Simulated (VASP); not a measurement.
# HgTe (F-43m) in VASP: further runs

The runs below take HgTe through single point, with PBEsol.

All numbers are computed with VASP 6.6.1; they aren't measurements. Logs are shortened: lines on timing, memory, paths and dates and some standing lists are left out, and cuts for length are marked.

### 1 The cell of the first run

Symmetry: F-43m, No. 216, cubic system. The conventional cell has a = 6.578 Å, b = 6.578 Å, c = 6.578 Å, α = 90.00°, β = 90.00°, γ = 90.00°. Hg (site symmetry -43m) has 4 Te at 2.85 Å within 3.8 Å. Within 3.8 Å of Te (site symmetry -43m) lie 4 Hg at 2.85 Å.

### 2 Single point, PBEsol

INCAR reads:

```
SYSTEM = HgTe
PREC = Accurate ; ENCUT = 500
EDIFF = 1E-6 ; ISMEAR = -1
SIGMA = 0.02 ; LREAL = .False.
LASPH = .True. ; NELM = 120
ALGO = Normal ; ISIF = 2
LWAVE = .False. ; LCHARG = .False.
GGA = PS ; NBANDS = 16
GGA_COMPAT = .False.
```

KPOINTS reads:

```
Automatic mesh
0
Gamma
  4 4 4
  0 0 0
```

POSCAR reads:

```
HgTe
1.0
    0.0000000000      3.2891578872      3.2891578872
    3.2891578872      0.0000000000      3.2891578872
    3.2891578872      3.2891578872      0.0000000000
Hg Te
1 1
Direct
    0.0000000000      0.0000000000      0.0000000000
    0.2500000000      0.2500000000      0.2500000000
```

Potentials or basis: VASP PAW PBE potentials, release 64 (Hg, Te).

The run is started by

```sh
$ cat potpaw_PBE.64/Hg/POTCAR potpaw_PBE.64/Te/POTCAR > POTCAR
$ mpirun -np 1 vasp_std > vasp.out
```

OUTCAR:

```text
SYSTEM = HgTe
   PREC = Accurate
   ENCUT = 500
   EDIFF = 1E-6
   ISMEAR = -1
   LREAL = .False.
   LASPH = .True.
   NELM = 120
   ISIF = 2
   GGA = PS

 ion  position               nearest neighbor table
   1  0.000  0.000  0.000-   2 2.85   2 2.85   2 2.85   2 2.85
   2  0.250  0.250  0.250-   1 2.85   1 2.85   1 2.85   1 2.85

  LATTYP: Found a face centered cubic cell.
 ALAT       =     6.5783157744

  Lattice vectors:

 A1 = (   0.0000000000,   3.2891578872,   3.2891578872)
 A2 = (   3.2891578872,   0.0000000000,   3.2891578872)
 A3 = (   3.2891578872,   3.2891578872,   0.0000000000)

Analysis of symmetry for initial positions (statically):
=====================================================================
 Subroutine PRICEL returns:
 Original cell was already a primitive cell.

 Routine SETGRP: Setting up the symmetry group for a
 face centered cubic supercell.

 Subroutine GETGRP returns: Found 24 space group operations
 (whereof 24 operations were pure point group operations)
 out of a pool of 48 trial point group operations.

The static configuration has the point symmetry T_d .

Analysis of symmetry for dynamics (positions and initial velocities):
=====================================================================
 Subroutine PRICEL returns:
 Original cell was already a primitive cell.

 Routine SETGRP: Setting up the symmetry group for a
 face centered cubic supercell.

 Subroutine GETGRP returns: Found 24 space group operations
 (whereof 24 operations were pure point group operations)
 out of a pool of 48 trial point group operations.

The dynamic configuration has the point symmetry T_d .

 Subroutine INISYM returns: Found 24 space group operations
 (whereof 24 operations are pure point group operations),
 and found     1 'primitive' translations

----------------------------------------------------------------------------------------

                                     Primitive cell

  volume of cell :      71.1679

  direct lattice vectors                    reciprocal lattice vectors
     0.000000000  3.289157887  3.289157887    -0.152014594  0.152014594  0.152014594
     3.289157887  0.000000000  3.289157887     0.152014594 -0.152014594  0.152014594
     3.289157887  3.289157887  0.000000000     0.152014594  0.152014594 -0.152014594
[... 62 lines left out ...]
   LNONCOLLINEAR =      F non collinear calculations
   LSORBIT =      F    spin-orbit coupling
   LASPH  =      T    aspherical Exc in radial PAW
   ENCUT  =  500.0 eV  36.75 Ry    6.06 a.u.   8.48  8.48  8.48*2*pi/ulx,y,z
   NELM   =    120;   NELMIN=  2; NELMDL= -5     # of ELM steps
   EDIFF  = 0.1E-05   stopping-criterion for ELM
   LREAL  =      F    real-space projection
   EDIFFG = 0.1E-04   stopping-criterion for IOM
   NSW    =      0    number of steps for IOM
   IBRION =     -1    ionic relax: 0-MD 1-quasi-New 2-CG
   NFREE  =      0    steps in history (QN), initial steepest desc. (CG)
   ISIF   =      2    stress and relaxation
   ISYM   =      2    0-nonsym 1-usesym 2-fastsym
   POTIM  = 0.5000    time-step for ionic-motion
   TEBEG  =    0.0;   TEEND  =   0.0 temperature during run
   PSTRESS=    0.0 pullay stress
   NELECT =      18.0000    total number of electrons
   NUPDOWN=      -1.0000    fix difference up-down
   EMIN   =  10.00;   EMAX   =-10.00  energy-range for DOS
   EFERMI =   0.00;   METHOD = LEGACY
   ISMEAR =    -1;   SIGMA  =   0.02  broadening in eV -4-tet -1-fermi 0-gaus
   EFERMI_NEDOS =   21; number of points for ismear=-14 and -15
   IALGO  =     38    algorithm
   IMIX   =      4    mixing-type and parameters
     AMIX     =   0.40;   BMIX     =  1.00
     AMIX_MAG =   1.60;   BMIX_MAG =  1.00
  volume/ion in A,a.u.               =      35.58       240.13
  Fermi-wavevector in a.u.,A,eV,Ry     =   1.035311  1.956455 14.583669  1.071869
  Thomas-Fermi vector in A             =   2.169648
   LORBIT       =      0    0 simple, 1 ext, 2 COOP (PROOUT), +10 PAW based schemes
   GGA     = PS    functional components
   LHFCALC =     F    Hartree Fock is set to
   AEXX    =    0.0000 exact exchange contribution
   IVDW    =     0    specifies the selected vdW correction
   LEPSILON=     F    determine dielectric tensor
   LRPA    =     F    only Hartree local field effects (RPA)
 non-spin polarized calculation
  energy-cutoff  :      500.00
  volume of cell :       71.17
 maximum number of plane-waves:      1820
 NGX is ok and might be reduce to    36
   NGX = 17   NGY = 17   NGZ = 17

 number of electron      18.0000001 magnetization

 Free energy of the ion-electron system (eV)
  ---------------------------------------------------
  ext. energy  EPLUGINS =         0.00000000
  ---------------------------------------------------
  free energy    TOTEN  =        -4.28288432 eV

  energy without entropy =       -4.28169085  energy(sigma->0) =       -4.28228758

 E-fermi :   2.4558     XC(G=0):  -8.6823

 val. band max:        2.4419510241   @ k =   0.0000   0.0000   0.0000
 cond. band min:       3.0655962797   @ k =   0.5000   0.0000   0.0000
 fundamental gap:      0.6236452556
 Fermi energy:         2.4558139289

 k-point     1 :       0.0000    0.0000    0.0000
  band No.  band energies     occupation
      1      -9.2116      2.00000
      2      -4.6336      2.00000
      3      -4.6336      2.00000
      4      -4.6336      2.00000
      5      -4.1641      2.00000
      6      -4.1641      2.00000
[... 129 lines left out ...]
      3      -4.3964      2.00000
      4      -4.2100      2.00000
      5      -4.1924      2.00000
      6      -3.6273      2.00000
[... 8 lines left out ...]
     15      13.2671      0.00000
     16      13.3902      0.00000

------------------------ aborting loop because EDIFF is reached ----------------------------------------

  FORCE on cell =-STRESS in cart. coord.  units (eV):
  Direction    XX          YY          ZZ          XY          YZ          ZX
  --------------------------------------------------------------------------------------
  -------------------------------------------------------------------------------------
  Total       -0.3129584     -0.3129584     -0.3129584      0.0000000      0.0000000      0.0000000
  in kB       -7.0455197     -7.0455197     -7.0455197      0.0000000      0.0000000      0.0000000
  external PRESSURE =      -7.0455197 kB  Pullay stress =       0.0000000 kB

 VOLUME and BASIS-vectors are now :
 -----------------------------------------------------------------------------
  energy-cutoff  :      500.00
  volume of cell :       71.17
      direct lattice vectors                 reciprocal lattice vectors
     0.000000000  3.289157887  3.289157887    -0.152014594  0.152014594  0.152014594
     3.289157887  0.000000000  3.289157887     0.152014594 -0.152014594  0.152014594
     3.289157887  3.289157887  0.000000000     0.152014594  0.152014594 -0.152014594

 POSITION                                       TOTAL-FORCE (eV/Angst)
 -----------------------------------------------------------------------------------
      0.00000      0.00000      0.00000         0.000000      0.000000      0.000000
      1.64458      1.64458      1.64458        -0.000000     -0.000000     -0.000000
 -----------------------------------------------------------------------------------
    total drift:                               -0.000000     -0.000000     -0.000000

  FREE ENERGIE OF THE ION-ELECTRON SYSTEM (eV)
  ---------------------------------------------------
  free  energy   TOTEN  =        -4.2828843168 eV

  energy  without entropy=       -4.2816908528  energy(sigma->0) =       -4.28228758
```

OSZICAR:

```text
N       E                     dE             d eps       ncg     rms          rms(c)
DAV:   1     0.105637105127E+03    0.10564E+03   -0.79228E+03   256   0.952E+02
DAV:   2    -0.803978073878E+00   -0.10644E+03   -0.99652E+02   296   0.220E+02
DAV:   3    -0.448559064850E+01   -0.36816E+01   -0.36696E+01   328   0.443E+01
DAV:   4    -0.452069339173E+01   -0.35103E-01   -0.35101E-01   376   0.374E+00
DAV:   5    -0.452078657978E+01   -0.93188E-04   -0.93188E-04   336   0.192E-01    0.681E+00
DAV:   6    -0.429491958292E+01    0.22587E+00   -0.44992E-01   280   0.878E+00    0.553E+00
DAV:   7    -0.428479718529E+01    0.10122E-01   -0.98040E-02   296   0.207E+00    0.219E+00
DAV:   8    -0.428305834454E+01    0.17388E-02   -0.95570E-03   312   0.110E+00    0.538E-01
DAV:   9    -0.428285716614E+01    0.20118E-03   -0.71175E-04   304   0.298E-01    0.102E-01
DAV:  10    -0.428287421064E+01   -0.17045E-04   -0.87602E-05   304   0.836E-02    0.469E-02
DAV:  11    -0.428288447502E+01   -0.10264E-04   -0.18489E-05   304   0.277E-02    0.169E-02
DAV:  12    -0.428288431682E+01    0.15819E-06   -0.29758E-06   288   0.107E-02
   1 F= -.42828843E+01 E0= -.42822876E+01  d E =-.119346E-02
```

Wall time 14 s (1 thread of Intel Xeon 8259CL, shared host); peak memory 0.2 GiB.

Results:

| Property | Result |
| --- | --- |
| Free energy | -4.2829 eV |
| Pressure | -0.7 GPa |
| Band gap on the k mesh | zero (filled and empty bands touch) |

Levels at points of the mesh, in eV from the Fermi level:
| k point | band 6 | band 7 | band 8 | band 9 | band 10 | band 11 | band 12 | band 13 |
| --- | --- | --- | --- | --- | --- | --- | --- | --- |
| (0.00, 0.00, 0.00) | -6.62 | -0.95 | -0.01 | -0.01 | -0.01 | 4.24 | 4.24 | 4.24 |
| (0.50, 0.00, 0.00) | -6.35 | -5.23 | -0.91 | -0.91 | 0.61 | 5.00 | 5.00 | 6.69 |
| (0.50, 0.50, 0.00) | -6.22 | -5.22 | -2.10 | -2.10 | 1.83 | 2.49 | 7.91 | 8.57 |

Caveat: the k points lie up to 0.41 Å⁻¹ apart; semilocal functionals underestimate gaps, and a narrow one can read as zero; the PAW data sets were made with another functional, which shifts forces and pressure a little; spin-orbit coupling is left out, which moves the levels of the heavy elements.

### 3 Single point, PBEsol

INCAR reads:

```
SYSTEM = HgTe
ALGO = Normal
EDIFF = 1E-6
ENCUT = 500
GGA = PS
GGA_COMPAT = .FALSE.
ISIF = 2
ISMEAR = -5
LASPH = .TRUE.
LCHARG = .TRUE.
LELF = .TRUE.
LREAL = .FALSE.
LVHAR = .TRUE.
LWAVE = .FALSE.
NBANDS = 16
NELM = 120
PREC = Accurate
SIGMA = 0.1
```

KPOINTS reads:

```
k-points
0
G
  4 4 4
  0 0 0
```

POSCAR is that of step 2.

Potentials or basis: VASP PAW PBE potentials, release 64 (Hg, Te).

The run is started by

```sh
$ cat potpaw_PBE.64/Hg/POTCAR potpaw_PBE.64/Te/POTCAR > POTCAR
$ mpirun -np 1 vasp_std > vasp.out
```

It took 21 s on 1 thread of Intel Xeon 8259CL, shared host; peak memory 0.2 GiB.

Results (log left out):

| Property | Result |
| --- | --- |
| Free energy | -4.2817 eV |
| Pressure | -0.7 GPa |
| Band gap on the k mesh | zero (filled and empty bands touch) |

Levels at points of the mesh, in eV from the Fermi level:
| k point | band 6 | band 7 | band 8 | band 9 | band 10 | band 11 | band 12 | band 13 |
| --- | --- | --- | --- | --- | --- | --- | --- | --- |
| (0.00, 0.00, 0.00) | -6.61 | -0.94 | 0.00 | 0.00 | 0.00 | 4.25 | 4.25 | 4.25 |
| (0.50, 0.00, 0.00) | -6.33 | -5.21 | -0.90 | -0.90 | 0.62 | 5.01 | 5.01 | 6.71 |
| (0.50, 0.50, 0.00) | -6.21 | -5.21 | -2.08 | -2.08 | 1.85 | 2.50 | 7.92 | 8.59 |

Caveat: the k points lie up to 0.41 Å⁻¹ apart; semilocal functionals underestimate gaps, and a narrow one can read as zero; the PAW data sets were made with another functional, which shifts forces and pressure a little; spin-orbit coupling is left out, which moves the levels of the heavy elements; tetrahedron occupations give inexact forces and stress in metals.

The gap in the log of VASP goes by the Fermi energy; the results here count the filled bands.